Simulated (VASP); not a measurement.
# AlPt (Pm-3m) in VASP: a series of runs, part 2 of 3

VASP 6.6.1.

## 4. Electric field gradients, r2SCAN

This run uses another cell than the first one, of 14.77 Å³/atom.

POSCAR reads:

```
AlPt
1.0
    3.0915460000      0.0000000000      0.0000000000
    0.0000000000      3.0915460000      0.0000000000
    0.0000000000      0.0000000000      3.0915460000
Al Pt
1 1
Direct
    0.0000000000      0.0000000000      0.0000000000
    0.5000000000      0.5000000000      0.5000000000
```

INCAR.step1 reads:

```
PREC = Accurate
ENCUT = 520
ISMEAR = -1
SIGMA = 0.03
LREAL = False
LASPH = True
NELM = 100
NBANDS = 14
GGA = PE
ALGO = Normal
EDIFF = 1E-4
LWAVE = True
LCHARG = False
```

INCAR.step2 reads:

```
PREC = Accurate
ENCUT = 520
EDIFF = 1E-8
ISMEAR = -1
SIGMA = 0.03
LREAL = False
LASPH = True
NELM = 100
ALGO = Normal
ISIF = 2
LWAVE = False
LCHARG = False
METAGGA = R2SCAN
LMIXTAU = True
LEFG = True
NBANDS = 14
ISTART = 1
```

KPOINTS reads:

```
regular mesh
0
Gamma
  11 11 11
```

Potentials or basis: VASP PAW PBE potentials, release 64 (Al, Pt).

On the command line:

```bash
$ cat potpaw_PBE.64/Al/POTCAR potpaw_PBE.64/Pt/POTCAR > POTCAR
$ cp INCAR.step1 INCAR
$ mpirun -np 1 vasp_std > vasp.out
$ cp INCAR.step2 INCAR
$ mpirun -np 1 vasp_std > vasp.out
```

OUTCAR:

```text
PREC = Accurate
   ENCUT = 520
   EDIFF = 1E-8
   ISMEAR = -1
   LREAL = False
   LASPH = True
   NELM = 100
   ISIF = 2
   METAGGA = R2SCAN
   ISTART = 1

 ion  position               nearest neighbor table
   1  0.000  0.000  0.000-   2 2.68   2 2.68   2 2.68   2 2.68   2 2.68   2 2.68   2 2.68   2 2.68

   2  0.500  0.500  0.500-   1 2.68   1 2.68   1 2.68   1 2.68   1 2.68   1 2.68   1 2.68   1 2.68

  LATTYP: Found a simple cubic cell.
 ALAT       =     3.0915460000

  Lattice vectors:

 A1 = (   3.0915460000,   0.0000000000,   0.0000000000)
 A2 = (   0.0000000000,   3.0915460000,   0.0000000000)
[... 621 lines left out ...]
  free  energy   TOTEN  =       -60.2185214811 eV

  energy  without entropy=      -60.2168207756  energy(sigma->0) =      -60.21767113

 Electric field gradients (V/A^2)
---------------------------------------------------------------------
 ion       V_xx      V_yy      V_zz      V_xy      V_xz      V_yz
---------------------------------------------------------------------
   1       0.000     0.000    -0.000    -0.000     0.000    -0.000
   2      -0.000    -0.000     0.000     0.000     0.000    -0.000
---------------------------------------------------------------------

 Electric field gradients after diagonalization (V/A^2)
 (convention: |V_zz| > |V_xx| > |V_yy|)
----------------------------------------------------------------------
 ion       V_xx      V_yy      V_zz     asymmetry (V_yy - V_xx)/ V_zz
----------------------------------------------------------------------
   1      -0.000     0.000     0.000       0.804
   2      -0.000     0.000    -0.000      -1.014
----------------------------------------------------------------------

           NMR quadrupolar parameters

 Cq : quadrupolar parameter    Cq=e*Q*V_zz/h
 eta: asymmetry parameters     (V_yy - V_xx)/ V_zz
 Q  : nuclear electric quadrupole moment in mb (millibarn)
----------------------------------------------------------------------
 ion       Cq(MHz)       eta       Q (mb)
----------------------------------------------------------------------
   1       0.000       0.804       1.000
   2      -0.000      -1.014       1.000
----------------------------------------------------------------------
```

OUTCAR.step1:

```text
PREC = Accurate
   ENCUT = 520
   ISMEAR = -1
   LREAL = False
   LASPH = True
[... 630 lines left out ...]
      0.00000      0.00000      0.00000         0.000000      0.000000      0.000000
      1.54577      1.54577      1.54577         0.000000      0.000000      0.000000
 -----------------------------------------------------------------------------------
    total drift:                                0.000000     -0.000000     -0.000000

  FREE ENERGIE OF THE ION-ELECTRON SYSTEM (eV)
  ---------------------------------------------------
  free  energy   TOTEN  =       -11.6919068233 eV

  energy  without entropy=      -11.6900775007  energy(sigma->0) =      -11.69099216
```

OSZICAR.step1:

```text
N       E                     dE             d eps       ncg     rms          rms(c)
DAV:   1     0.461466901305E+02    0.46147E+02   -0.56086E+03  1576   0.777E+02
DAV:   2    -0.110007885380E+02   -0.57147E+02   -0.52539E+02  1928   0.167E+02
DAV:   3    -0.121942164711E+02   -0.11934E+01   -0.11883E+01  1976   0.225E+01
DAV:   4    -0.122007591660E+02   -0.65427E-02   -0.65423E-02  1940   0.206E+00
DAV:   5    -0.122008370587E+02   -0.77893E-04   -0.77892E-04  1988   0.224E-01    0.101E+01
DAV:   6    -0.117576809158E+02    0.44316E+00   -0.19160E+00  1676   0.996E+00    0.399E+00
DAV:   7    -0.117110341386E+02    0.46647E-01   -0.56475E-02  1682   0.176E+00    0.238E+00
DAV:   8    -0.116919480366E+02    0.19086E-01   -0.16072E-02  1856   0.917E-01    0.248E-01
DAV:   9    -0.116919068233E+02    0.41213E-04   -0.38090E-04  1964   0.130E-01
   1 F= -.11691907E+02 E0= -.11690992E+02  d E =-.182932E-02
```

Run time: 1.9 min. Hardware: 1 thread of Intel Xeon 8259CL, shared host; peak memory 0.16 GiB.

What came out:

- Free energy: -60.2185 eV
- Pressure: -5.0 GPa
- Band gap on the k mesh: zero (an odd number of electrons rules out a gap without spin polarisation)
- Largest electric field gradient by atom: zero within the noise of the run

Levels at points of the mesh, in eV from the Fermi level:
```
           k point  band 3  band 4  band 5  band 6  band 7  band 8  band 9  band 10
(0.00, 0.00, 0.00)   -5.89   -2.80   -2.80   -2.80    4.13    4.13    4.13     9.38
```

Caveat: the cell stands under tension; the PAW data sets were made with another functional, which shifts forces and pressure a little; spin-orbit coupling is left out, which moves the levels of the heavy elements.

## 5. Electric field gradients, r2SCAN (15.14 Å³/atom)

This run uses another cell than the first one, of 15.14 Å³/atom.

POSCAR reads:

```
AlPt
1.0
    3.1170971256      0.0000000000      0.0000000000
    0.0000000000      3.1170971256      0.0000000000
    0.0000000000      0.0000000000      3.1170971256
Al Pt
1 1
Direct
    0.0000000000      0.0000000000      0.0000000000
    0.5000000000      0.5000000000      0.5000000000
```

INCAR.step1 reads:

```
SYSTEM = AlPt
PREC = Accurate
ENCUT = 520
ISMEAR = -1
SIGMA = 0.03
LREAL = .False.
LASPH = .True.
NELM = 100
NBANDS = 14
GGA = PE
ALGO = Normal
EDIFF = 1E-4
LWAVE = .True.
LCHARG = .False.
```

INCAR.step2 reads:

```
SYSTEM = AlPt
PREC = Accurate
ENCUT = 520
EDIFF = 1E-8
ISMEAR = -1
SIGMA = 0.03
LREAL = .False.
LASPH = .True.
NELM = 100
ALGO = Normal
ISIF = 2
LWAVE = .False.
LCHARG = .False.
METAGGA = R2SCAN
LMIXTAU = .True.
LEFG = .True.
NBANDS = 14
ISTART = 1
```

KPOINTS reads:

```
regular mesh
0
Gamma
  11 11 11
  0 0 0
```

Potentials or basis: VASP PAW PBE potentials, release 64 (Al, Pt).

On the command line:

```bash
$ cat potpaw_PBE.64/Al/POTCAR potpaw_PBE.64/Pt/POTCAR > POTCAR
$ cp INCAR.step1 INCAR
$ mpirun -np 1 vasp_std > vasp.out
$ cp INCAR.step2 INCAR
$ mpirun -np 1 vasp_std > vasp.out
```

OUTCAR:

```text
SYSTEM = AlPt
   PREC = Accurate
   ENCUT = 520
   EDIFF = 1E-8
   ISMEAR = -1
   LREAL = .False.
   LASPH = .True.
   NELM = 100
   ISIF = 2
   METAGGA = R2SCAN
   ISTART = 1

 ion  position               nearest neighbor table
   1  0.000  0.000  0.000-   2 2.70   2 2.70   2 2.70   2 2.70   2 2.70   2 2.70   2 2.70   2 2.70

   2  0.500  0.500  0.500-   1 2.70   1 2.70   1 2.70   1 2.70   1 2.70   1 2.70   1 2.70   1 2.70

  LATTYP: Found a simple cubic cell.
 ALAT       =     3.1170971256

  Lattice vectors:

[... 620 lines left out ...]

  FREE ENERGIE OF THE ION-ELECTRON SYSTEM (eV)
  ---------------------------------------------------
  free  energy   TOTEN  =       -60.1856651020 eV

  energy  without entropy=      -60.1839137996  energy(sigma->0) =      -60.18478945

 Electric field gradients (V/A^2)
---------------------------------------------------------------------
 ion       V_xx      V_yy      V_zz      V_xy      V_xz      V_yz
---------------------------------------------------------------------
   1      -0.000     0.000    -0.000     0.000    -0.000     0.000
   2      -0.000    -0.000    -0.000     0.000    -0.000     0.000
---------------------------------------------------------------------

 Electric field gradients after diagonalization (V/A^2)
 (convention: |V_zz| > |V_xx| > |V_yy|)
----------------------------------------------------------------------
 ion       V_xx      V_yy      V_zz     asymmetry (V_yy - V_xx)/ V_zz
----------------------------------------------------------------------
   1      -0.000     0.000    -0.000      -1.123
   2      -0.000    -0.000    -0.000      -0.456
----------------------------------------------------------------------

           NMR quadrupolar parameters

 Cq : quadrupolar parameter    Cq=e*Q*V_zz/h
 eta: asymmetry parameters     (V_yy - V_xx)/ V_zz
 Q  : nuclear electric quadrupole moment in mb (millibarn)
----------------------------------------------------------------------
 ion       Cq(MHz)       eta       Q (mb)
----------------------------------------------------------------------
   1      -0.000      -1.123       1.000
   2      -0.000      -0.456       1.000
----------------------------------------------------------------------
```

OUTCAR.step1:

```text
SYSTEM = AlPt
   PREC = Accurate
   ENCUT = 520
   ISMEAR = -1
   LREAL = .False.
   LASPH = .True.
[... 630 lines left out ...]
      0.00000      0.00000      0.00000         0.000000      0.000000      0.000000
      1.55855      1.55855      1.55855         0.000000      0.000000      0.000000
 -----------------------------------------------------------------------------------
    total drift:                                0.000000     -0.000000     -0.000000

  FREE ENERGIE OF THE ION-ELECTRON SYSTEM (eV)
  ---------------------------------------------------
  free  energy   TOTEN  =       -11.6801312364 eV

  energy  without entropy=      -11.6781321641  energy(sigma->0) =      -11.67913170
```

Wall time 1.7 min (1 thread of Intel Xeon 8259CL, shared host); peak memory 0.16 GiB.

What came out:

| Property | Result |
| --- | --- |
| Free energy | -60.1857 eV |
| Pressure | -9.2 GPa |
| Band gap on the k mesh | zero (an odd number of electrons rules out a gap without spin polarisation) |
| Largest electric field gradient by atom | zero within the noise of the run |

Levels at points of the mesh, in eV from the Fermi level:
| k point | band 3 | band 4 | band 5 | band 6 | band 7 | band 8 | band 9 | band 10 |
| --- | --- | --- | --- | --- | --- | --- | --- | --- |
| (0.00, 0.00, 0.00) | -5.69 | -2.72 | -2.72 | -2.72 | 4.10 | 4.10 | 4.10 | 9.31 |

Caveat: the cell stands under tension; the PAW data sets were made with another functional, which shifts forces and pressure a little; spin-orbit coupling is left out, which moves the levels of the heavy elements.

[end of part 2 of 3]
